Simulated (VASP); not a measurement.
# Pt in VASP: notebook

Pt is run at these levels: PBE; tasks: single point.

Program: VASP 6.6.1. These are calculated values, not measurements. Logs are shortened: lines on timing, memory, paths and dates and some standing lists are left out, and cuts for length are marked.

## Step 1: The cell of the first run

The typed cell holds 2 atoms: a = 3.593 Å, b = 3.593 Å, c = 3.791 Å, α = 90.00°, β = 90.00°, γ = 134.77°.

## Step 2: Single point, PBE (17.37 Å³/atom)

Contents of INCAR:

```
SYSTEM = Pt
PREC     = Accurate       ! precision mode
ENCUT    = 520            ! plane-wave cutoff, eV
EDIFF    = 1E-6           ! SCF threshold, eV
ISMEAR   = -1             ! smearing method
SIGMA    = 0.1            ! smearing width, eV
LREAL    = .FALSE.        ! projectors in reciprocal space
LASPH    = .TRUE.         ! aspherical terms in the spheres
NELM     = 60             ! most SCF steps
ALGO     = Normal         ! electronic algorithm
ISIF     = 2              ! what is computed and relaxed
LWAVE    = .FALSE.        ! write WAVECAR
LCHARG   = .FALSE.        ! write CHGCAR
GGA      = PE             ! functional
NBANDS   = 17             ! bands
```

Contents of KPOINTS:

```
Automatic mesh
0
G
  14 14 10
  0 0 0
```

Contents of POSCAR:

```
Pt
1.0
   -2.1653791115      2.5252898193      1.3578618995
    2.5252898193     -2.1653791115      1.3578618995
    2.6350224296      2.6350224296     -0.6986847790
Pt
2
Direct
    0.0160877053      0.9839122947      0.0000000000
    0.7339122947      0.2660877053      0.5000000000
```

Potentials or basis: VASP PAW PBE potentials, release 64 (Pt).

Run with:

```sh
> cat potpaw_PBE.64/Pt/POTCAR > POTCAR
> mpirun -np 1 vasp_std > vasp.out
```

OUTCAR:

```text
SYSTEM = Pt
   PREC = Accurate
   ENCUT = 520
   EDIFF = 1E-6
   ISMEAR = -1
   LREAL = .FALSE.
   LASPH = .TRUE.
   NELM = 60
   ISIF = 2
   GGA = PE

 ion  position               nearest neighbor table
   1  0.016  0.984  0.000-   2 2.66   2 2.66   2 2.75   2 2.75   2 2.76   2 2.76
   2  0.734  0.266  0.500-   1 2.66   1 2.66   1 2.75   1 2.75   1 2.76   1 2.76

  LATTYP: Found a base centered monoclinic cell.
 ALAT       =     2.7630105298
 B/A-ratio  =     2.4008622287
 C/A-ratio  =     1.3722052383
 COS(beta)  =    -0.0000658004

  Lattice vectors:

 A1 = (  -2.1653791115,   2.5252898193,   1.3578618995)
 A2 = (   2.5252898193,  -2.1653791115,   1.3578618995)
 A3 = (   2.6350224296,   2.6350224296,  -0.6986847790)

Analysis of symmetry for initial positions (statically):
=====================================================================
 Subroutine PRICEL returns:
 Original cell was already a primitive cell.

 Routine SETGRP: Setting up the symmetry group for a
 base centered monoclinic supercell.

 Subroutine GETGRP returns: Found  4 space group operations
 (whereof  2 operations were pure point group operations)
 out of a pool of  4 trial point group operations.

The static configuration has the point symmetry C_2 .
 The point group associated with its full space group is C_2h.

Analysis of symmetry for dynamics (positions and initial velocities):
=====================================================================
 Subroutine PRICEL returns:
 Original cell was already a primitive cell.

 Routine SETGRP: Setting up the symmetry group for a
 base centered monoclinic supercell.

 Subroutine GETGRP returns: Found  4 space group operations
 (whereof  2 operations were pure point group operations)
 out of a pool of  4 trial point group operations.

The dynamic configuration has the point symmetry C_2 .
 The point group associated with its full space group is C_2h.

 Subroutine INISYM returns: Found  4 space group operations
 (whereof  2 operations are pure point group operations),
 and found     1 'primitive' translations

----------------------------------------------------------------------------------------

                                     Primitive cell

  volume of cell :      34.7459

  direct lattice vectors                    reciprocal lattice vectors
    -2.165379112  2.525289819  1.357861900    -0.059433699  0.153755510  0.355725634
     2.525289819 -2.165379112  1.357861900     0.153755510 -0.059433699  0.355725634
     2.635022430  2.635022430 -0.698684779     0.183310123  0.183310123 -0.048587619

  length of vectors
     3.593013263  3.593013263  3.791417522     0.392063577  0.392063577  0.263753595

  position of ions in fractional coordinates (direct lattice)
     0.016087705  0.983912295  0.000000000
     0.733912295  0.266087705  0.500000000

  ion indices of the primitive-cell ions
   primitive index   ion index
                 1           1
                 2           2

----------------------------------------------------------------------------------------

 KPOINTS: Automatic mesh

Automatic generation of k-mesh.
 Grid dimensions read from file:
 generate k-points for:   14   14   10

 Generating k-lattice:

  Cartesian coordinates                     Fractional coordinates (reciprocal lattice)
    -0.004245264  0.010982536  0.025408974     0.071428571  0.000000000 -0.000000000
     0.010982536 -0.004245264  0.025408974     0.000000000  0.071428571 -0.000000000
     0.018331012  0.018331012 -0.004858762     0.000000000  0.000000000  0.100000000

  Length of vectors
     0.028004541  0.028004541  0.026375360

  Shift w.r.t. Gamma in fractional coordinates (k-lattice)
     0.000000000  0.000000000  0.000000000

 Subroutine IBZKPT returns following result:
 ===========================================

 Found    534 irreducible k-points:

 Following reciprocal coordinates:
            Coordinates               Weight
  0.000000  0.000000  0.000000      1.000000
  0.071429  0.000000 -0.000000      4.000000
  0.142857  0.000000 -0.000000      4.000000
  0.214286 -0.000000  0.000000      4.000000
  0.285714 -0.000000  0.000000      4.000000
  0.357143 -0.000000  0.000000      4.000000
[... 16 lines left out ...]
  0.214286  0.142857 -0.000000      4.000000
  0.285714  0.142857 -0.000000      4.000000
 [... further k-points ...]
   k-points           NKPTS =    534   k-points in BZ     NKDIM =    534   number of bands    NBANDS=     17
   number of dos      NEDOS =    301   number of ions     NIONS =      2
   total plane-waves  NPLWV =  21952
   dimension x,y,z NGX =    28 NGY =   28 NGZ =   28
   dimension x,y,z NGXF=    56 NGYF=   56 NGZF=   56
   ions per type =               2
   NGX,Y,Z   is equivalent  to a cutoff of  12.96, 12.96, 12.28 a.u.
   NGXF,Y,Z  is equivalent  to a cutoff of  25.91, 25.91, 24.55 a.u.
 SYSTEM =  Pt
   PREC   = accura    normal or accurate (medium, high low for compatibility)
   ISTART =      0    job   : 0-new  1-cont  2-samecut
   ICHARG =      2    charge: 1-file 2-atom 10-const
   ISPIN  =      1    spin polarized calculation?
   LNONCOLLINEAR =      F non collinear calculations
   LSORBIT =      F    spin-orbit coupling
   LASPH  =      T    aspherical Exc in radial PAW
   ENCUT  =  520.0 eV  38.22 Ry    6.18 a.u.   6.68  6.68  7.05*2*pi/ulx,y,z
   NELM   =     60;   NELMIN=  2; NELMDL= -5     # of ELM steps
   EDIFF  = 0.1E-05   stopping-criterion for ELM
   LREAL  =      F    real-space projection
   EDIFFG = 0.1E-04   stopping-criterion for IOM
   NSW    =      0    number of steps for IOM
   IBRION =     -1    ionic relax: 0-MD 1-quasi-New 2-CG
   NFREE  =      0    steps in history (QN), initial steepest desc. (CG)
   ISIF   =      2    stress and relaxation
   ISYM   =      2    0-nonsym 1-usesym 2-fastsym
   POTIM  = 0.5000    time-step for ionic-motion
   TEBEG  =    0.0;   TEEND  =   0.0 temperature during run
   PSTRESS=    0.0 pullay stress
   NELECT =      20.0000    total number of electrons
   NUPDOWN=      -1.0000    fix difference up-down
   EMIN   =  10.00;   EMAX   =-10.00  energy-range for DOS
   EFERMI =   0.00;   METHOD = LEGACY
   ISMEAR =    -1;   SIGMA  =   0.10  broadening in eV -4-tet -1-fermi 0-gaus
   EFERMI_NEDOS =   21; number of points for ismear=-14 and -15
   IALGO  =     38    algorithm
   IMIX   =      4    mixing-type and parameters
     AMIX     =   0.40;   BMIX     =  1.00
     AMIX_MAG =   1.60;   BMIX_MAG =  1.00
  volume/ion in A,a.u.               =      17.37       117.24
  Fermi-wavevector in a.u.,A,eV,Ry     =   1.361811  2.573450 25.232403  1.854529
  Thomas-Fermi vector in A             =   2.488355
   LORBIT       =      0    0 simple, 1 ext, 2 COOP (PROOUT), +10 PAW based schemes
   GGA     = PE    functional components
   LHFCALC =     F    Hartree Fock is set to
   AEXX    =    0.0000 exact exchange contribution
   IVDW    =     0    specifies the selected vdW correction
   LEPSILON=     F    determine dielectric tensor
   LRPA    =     F    only Hartree local field effects (RPA)
 non-spin polarized calculation
  energy-cutoff  :      520.00
  volume of cell :       34.75
 maximum number of plane-waves:       952
   NGX = 13   NGY = 13   NGZ = 15

 number of electron      19.9999997 magnetization

 Free energy of the ion-electron system (eV)
  ---------------------------------------------------
  ext. energy  EPLUGINS =         0.00000000
  ---------------------------------------------------
  free energy    TOTEN  =       -11.90135625 eV

  energy without entropy =      -11.82495593  energy(sigma->0) =      -11.86315609

 E-fermi :   8.9194     XC(G=0): -12.5814

 val. band max:        8.9194315401   @ k =   0.2857   0.1429   0.3000
 cond. band min:       8.9198168892   @ k =   0.4286  -0.0000   0.4000
 fundamental gap:      0.0003853492
 Fermi energy:         8.9194440221

 k-point     1 :       0.0000    0.0000    0.0000
  band No.  band energies     occupation
      1       0.0273      2.00000
      2       3.0136      2.00000
      3       3.8629      2.00000
      4       3.9743      2.00000
      5       4.8900      2.00000
      6       6.9145      2.00000
[... 9 lines left out ...]
     16      25.1958      0.00000
     17      26.2372      0.00000

 k-point     2 :       0.0714    0.0000   -0.0000
  band No.  band energies     occupation
      1       0.1839      2.00000
      2       3.0925      2.00000
      3       3.9887      2.00000
      4       3.9907      2.00000
      5       5.0020      2.00000
      6       6.7589      2.00000
[... 9 lines left out ...]
     16      25.3290      0.00000
     17      25.7042      0.00000

 k-point     3 :       0.1429    0.0000   -0.0000
  band No.  band energies     occupation
      1       0.6353      2.00000
      2       3.2949      2.00000
      3       4.0192      2.00000
      4       4.3487      2.00000
      5       5.3372      2.00000
      6       6.3073      2.00000
[... 9 lines left out ...]
     16      24.2910      0.00000
     17      25.4966      0.00000

 k-point     4 :       0.2143   -0.0000    0.0000
  band No.  band energies     occupation
      1       1.3181      2.00000
      2       3.5332      2.00000
      3       4.0335      2.00000
      4       4.8079      2.00000
      5       5.6618      2.00000
      6       5.7613      2.00000
[... 9 lines left out ...]
     16      23.9734      0.00000
     17      25.4289      0.00000
[... 343 lines left out ...]
      1       1.8569      2.00000
      2       3.6950      2.00000
      3       3.8668      2.00000
      4       5.1238      2.00000
      5       5.5973      2.00000
      6       5.6001      2.00000
[... 9 lines left out ...]
     16      22.1662      0.00000
     17      24.2680      0.00000

 k-point    23 :       0.2143    0.1429   -0.0000
  band No.  band energies     occupation
      1       2.5628      2.00000
      2       3.7011      2.00000
      3       3.8363      2.00000
      4       4.8249      2.00000
      5       5.1954      2.00000
      6       5.8206      2.00000
[... 9 lines left out ...]
     16      22.6457      0.00000
     17      24.4177      0.00000

 k-point    24 :       0.2857    0.1429   -0.0000
  band No.  band energies     occupation
      1       3.0352      2.00000
      2       3.5585      2.00000
      3       3.7852      2.00000
      4       4.8448      2.00000
      5       4.9730      2.00000
      6       6.0985      2.00000
[... 9 lines left out ...]
     16      22.4093      0.00000
     17      25.3945      0.00000

 [... further k-points ...]

------------------------ aborting loop because EDIFF is reached ----------------------------------------

  FORCE on cell =-STRESS in cart. coord.  units (eV):
  Direction    XX          YY          ZZ          XY          YZ          ZX
  --------------------------------------------------------------------------------------
  -------------------------------------------------------------------------------------
  Total       -1.7722737     -1.7722737     -1.8267664     -0.1596873      0.0149614      0.0149614
  in kB      -81.7217111    -81.7217111    -84.2344343     -7.3633784      0.6898893      0.6898902
  external PRESSURE =     -82.5592855 kB  Pullay stress =       0.0000000 kB

 VOLUME and BASIS-vectors are now :
 -----------------------------------------------------------------------------
  energy-cutoff  :      520.00
  volume of cell :       34.75
      direct lattice vectors                 reciprocal lattice vectors
    -2.165379112  2.525289819  1.357861900    -0.059433699  0.153755510  0.355725634
     2.525289819 -2.165379112  1.357861900     0.153755510 -0.059433699  0.355725634
     2.635022430  2.635022430 -0.698684779     0.183310123  0.183310123 -0.048587619

 POSITION                                       TOTAL-FORCE (eV/Angst)
 -----------------------------------------------------------------------------------
      2.44983     -2.08992      1.35786        -0.017587      0.017587      0.000000
      0.40026      2.59467      1.00852         0.017587     -0.017587     -0.000000
 -----------------------------------------------------------------------------------
    total drift:                               -0.000000     -0.000000      0.000000

  FREE ENERGIE OF THE ION-ELECTRON SYSTEM (eV)
  ---------------------------------------------------
  free  energy   TOTEN  =       -11.9013562482 eV

  energy  without entropy=      -11.8249559298  energy(sigma->0) =      -11.86315609
```

Wall time 1.8 min (1 thread of Intel Xeon 6975P-C (Granite Rapids), shared host); peak memory 0.36 GiB.

Results:

| Item | Value |
| --- | --- |
| Free energy | -11.9014 eV |
| Pressure | -8.3 GPa |
| Largest force | 0.025 eV/Å |
| Band gap on the k mesh | zero (bands 10 and 11 overlap by 1.22 eV) |

Forces in eV/Å, atoms in the order of the input:
```
Pt  -0.018  0.018  0.000
Pt   0.018 -0.018  0.000
```

Levels at points of the mesh, in eV from the Fermi level:
```
           k point  band 8  band 9  band 10  band 11  band 12  band 13
(0.00, 0.00, 0.00)   -1.54   -0.79    -0.42     0.70     3.54     7.21
(0.50, 0.00, 0.00)   -1.62   -0.96     0.36     1.83     3.21     6.16
(0.50, 0.50, 0.00)   -1.95   -1.21    -0.42    -0.18     0.14    10.67
(0.00, 0.00, 0.50)   -2.33   -1.87    -1.87     0.21     0.21    11.88
(0.50, 0.00, 0.50)   -1.74   -0.25    -0.25     2.69     2.69     6.62
(0.50, 0.50, 0.50)   -1.58   -0.83    -0.83    -0.48    -0.48     4.32
```

Caveat: the cell stands under tension; spin-orbit coupling is left out, which moves the levels of the heavy elements.

## Step 3: Single point, PBE (18.04 Å³/atom)

This run uses another cell than the first one, of 18.04 Å³/atom.

Contents of INCAR:

```
PREC = Accurate ; ENCUT = 520
EDIFF = 1E-7 ; ISMEAR = -1
SIGMA = 0.1 ; LREAL = F
LASPH = T ; NELM = 80
ALGO = Normal ; ISIF = 2
LWAVE = F ; LCHARG = T
GGA = PE ; LELF = T
LVHAR = T ; NBANDS = 17
```

Contents of KPOINTS:

```
Automatic mesh
0
Gamma
  14 14 10
```

Contents of POSCAR:

```
Pt
1.0
   -2.1927918837      2.5572589070      1.3750518497
    2.5572589070     -2.1927918837      1.3750518497
    2.6683806852      2.6683806852     -0.7075298291
Pt
2
Direct
    0.0160877053      0.9839122947      0.0000000000
    0.7339122947      0.2660877053      0.5000000000
```

Potentials or basis: VASP PAW PBE potentials, release 64 (Pt).

Run with:

```sh
> cat potpaw_PBE.64/Pt/POTCAR > POTCAR
> mpirun -np 1 vasp_std > vasp.out
```

OUTCAR:

```text
PREC = Accurate
   ENCUT = 520
   EDIFF = 1E-7
   ISMEAR = -1
   LREAL = F
   LASPH = T
   NELM = 80
   ISIF = 2
   GGA = PE

 ion  position               nearest neighbor table
   1  0.016  0.984  0.000-   2 2.70   2 2.70   2 2.79   2 2.79   2 2.79   2 2.79
   2  0.734  0.266  0.500-   1 2.70   1 2.70   1 2.79   1 2.79   1 2.79   1 2.79

  LATTYP: Found a base centered monoclinic cell.
 ALAT       =     2.7979890600
 B/A-ratio  =     2.4008622286
[... 672 lines left out ...]

------------------------ aborting loop because EDIFF is reached ----------------------------------------

  FORCE on cell =-STRESS in cart. coord.  units (eV):
  Direction    XX          YY          ZZ          XY          YZ          ZX
  --------------------------------------------------------------------------------------
  -------------------------------------------------------------------------------------
  Total       -3.1428463     -3.1428463     -3.2393788     -0.2808643      0.0257600      0.0257600
  in kB     -139.5530619   -139.5530619   -143.8394336    -12.4713306      1.1438318      1.1438318
  external PRESSURE =    -140.9818525 kB  Pullay stress =       0.0000000 kB

 VOLUME and BASIS-vectors are now :
 -----------------------------------------------------------------------------
  energy-cutoff  :      520.00
  volume of cell :       36.08
      direct lattice vectors                 reciprocal lattice vectors
    -2.192791884  2.557258907  1.375051850    -0.058690700  0.151833364  0.351278597
     2.557258907 -2.192791884  1.375051850     0.151833364 -0.058690700  0.351278597
     2.668380685  2.668380685 -0.707529829     0.181018506  0.181018506 -0.047980210

 POSITION                                       TOTAL-FORCE (eV/Angst)
 -----------------------------------------------------------------------------------
      2.48084     -2.11637      1.37505        -0.028712      0.028712      0.000000
      0.40533      2.62752      1.02129         0.028712     -0.028712     -0.000000
 -----------------------------------------------------------------------------------
    total drift:                                0.000000     -0.000000     -0.000000

  FREE ENERGIE OF THE ION-ELECTRON SYSTEM (eV)
  ---------------------------------------------------
  free  energy   TOTEN  =       -11.8081104207 eV

  energy  without entropy=      -11.7268609903  energy(sigma->0) =      -11.76748571
```

Wall time 2.4 min (1 thread of Intel Xeon 6975P-C (Granite Rapids), shared host); peak memory 0.37 GiB.

Results:

| Item | Value |
| --- | --- |
| Free energy | -11.8081 eV |
| Pressure | -14.1 GPa |
| Largest force | 0.041 eV/Å |
| Band gap on the k mesh | zero (bands 10 and 11 overlap by 1.14 eV) |

Forces on the atoms (eV/Å):
```
Pt  -0.029  0.029  0.000
Pt   0.029 -0.029  0.000
```

Caveat: the cell stands under tension; spin-orbit coupling is left out, which moves the levels of the heavy elements.

## Step 4: Single point, PBE (18.71 Å³/atom)

This run uses another cell than the first one, of 18.71 Å³/atom.

Contents of INCAR:

```
SYSTEM = Pt
PREC = Accurate
ENCUT = 520
EDIFF = 1E-6
ISMEAR = -1
SIGMA = 0.1
LREAL = .FALSE.
LASPH = .TRUE.
NELM = 60
ALGO = Normal
ISIF = 2
LWAVE = .FALSE.
LCHARG = .FALSE.
GGA = PE
NBANDS = 17
```

Contents of KPOINTS:

```
Automatic mesh
0
G
  14 14 10
  0 0 0
```

Contents of POSCAR:

```
Pt
1.0
   -2.2195358839      2.5884480650      1.3918224275
    2.5884480650     -2.2195358839      1.3918224275
    2.7009251205      2.7009251205     -0.7161590921
Pt
2
Direct
    0.0160877053      0.9839122947      0.0000000000
    0.7339122947      0.2660877053      0.5000000000
```

Run with:

```sh
> cat potpaw_PBE.64/Pt/POTCAR > POTCAR
> mpirun -np 1 vasp_std > vasp.out
```

Run time: 1.9 min. Hardware: 1 thread of Intel Xeon 6975P-C (Granite Rapids), shared host; peak memory 0.38 GiB.

Results (log left out):

```yaml
Free_energy: -11.6720 eV
Pressure: -18.6 GPa
Largest_force: 0.053 eV/Å
Band_gap_on_the_k_mesh: zero (bands 10 and 11 overlap by 1.07 eV)
```

Forces in eV/Å, atoms in the order of the input:
```
Pt  -0.038  0.038  0.000
Pt   0.038 -0.038  0.000
```

Stress tensor (GPa, compression positive):
```
-18.40  -1.64   0.15
 -1.64 -18.40   0.15
  0.15   0.15 -18.93
```

Levels at points of the mesh, in eV from the Fermi level:
```tsv
k point	band 8	band 9	band 10	band 11	band 12	band 13
(0.00, 0.00, 0.00)	-1.35	-0.70	-0.36	0.62	3.59	7.07
(0.50, 0.00, 0.00)	-1.43	-0.83	0.32	1.70	2.91	6.02
(0.50, 0.50, 0.00)	-1.73	-1.06	-0.36	-0.17	0.11	10.15
(0.00, 0.00, 0.50)	-2.06	-1.64	-1.64	0.17	0.17	11.49
(0.50, 0.00, 0.50)	-1.53	-0.18	-0.18	2.65	2.65	6.12
(0.50, 0.50, 0.50)	-1.40	-0.74	-0.74	-0.16	-0.16	3.93
```

Caveat: the cell stands under tension; spin-orbit coupling is left out, which moves the levels of the heavy elements.

(Continued in part 2 of 2.)
